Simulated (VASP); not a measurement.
A run of VASP 6.6.1 is set up as follows.

File INCAR:

```
SYSTEM = Si2C
PREC = Accurate ; ENCUT = 520
EDIFF = 1E-6 ; ISMEAR = 0
SIGMA = 0.1 ; LREAL = .FALSE.
LASPH = .TRUE. ; NELM = 100
ALGO = Normal ; ISIF = 2
LWAVE = .FALSE. ; LCHARG = .FALSE.
GGA = PE ; NBANDS = 21
```

Contents of KPOINTS:

```
Automatic mesh
0
G
  6 6 2
  0 0 0
```

File POSCAR:

```
Si2C
1.0
    2.7344770400      0.0000000000      0.0000000000
   -1.3672385200      2.3681265800      0.0000000000
    0.0000000000      0.0000000000     13.3443277500
Si C
4 2
Direct
    0.3333333300      0.6666666700      0.4166666700
    0.3333333300      0.6666666700      0.7500000000
    0.6666666700      0.3333333300      0.2500000000
    0.6666666700      0.3333333300      0.5833333300
    0.3333333300      0.6666666700      0.0833333300
    0.6666666700      0.3333333300      0.9166666700
```

Potentials or basis: VASP PAW PBE potentials, release 64 (Si, C).

Run with:

```sh
$ cat potpaw_PBE.64/Si/POTCAR potpaw_PBE.64/C/POTCAR > POTCAR
$ mpirun -np 1 vasp_std > vasp.out
```

Predict the largest force.

1.546 eV/Å.

Estimate the pressure.

-11.9 GPa.

What does it give for the band gap on the k mesh?

Zero (band 12 reaches 10.38 eV, above the bottom of band 13 at 4.81 eV).

Stress tensor (GPa, compression positive):
```
 -9.65   0.00   0.00
  0.00  -9.65   0.00
  0.00   0.00 -16.31
```

Caveat: the k points lie up to 0.44 Å⁻¹ apart; forces of over 1 eV/Å act on the atoms, so gaps and moduli don't describe the material at rest.
